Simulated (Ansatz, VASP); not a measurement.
# NaF in VASP and in Ansatz

```
Na F
1.0
     0.00000    2.28589    2.28589
     2.28589    0.00000    2.28589
     2.28589    2.28589    0.00000
Na F
1 1
Direct
  0.00000 0.00000 0.00000
  0.50000 0.50000 0.50000
```

Alike in both runs: task single point; functional RPBE; k mesh 8 × 8 × 8; no spin polarisation.

```csv
,VASP,Ansatz
version,VASP 6.6.1,Ansatz 0.2.0
potentials or method,"VASP PAW PBE potentials, release 64 (Na_pv, F), cutoff 600 eV","scalar-relativistic, plane waves, PAW"
occupations,"methfessel-paxton of order 1, width 0.1 eV",cold
valence electrons in the cell,14,16
```

|  | VASP | Ansatz | Ansatz less VASP |
| --- | --- | --- | --- |
| pressure (GPa) | 8.2 | 8.4 | +0.23 |

VASP's potentials were made for PBE, not for RPBE. VASP's potentials hold 14 valence electrons a cell and Ansatz's 16, so a difference there can come from the potentials and not from the codes.
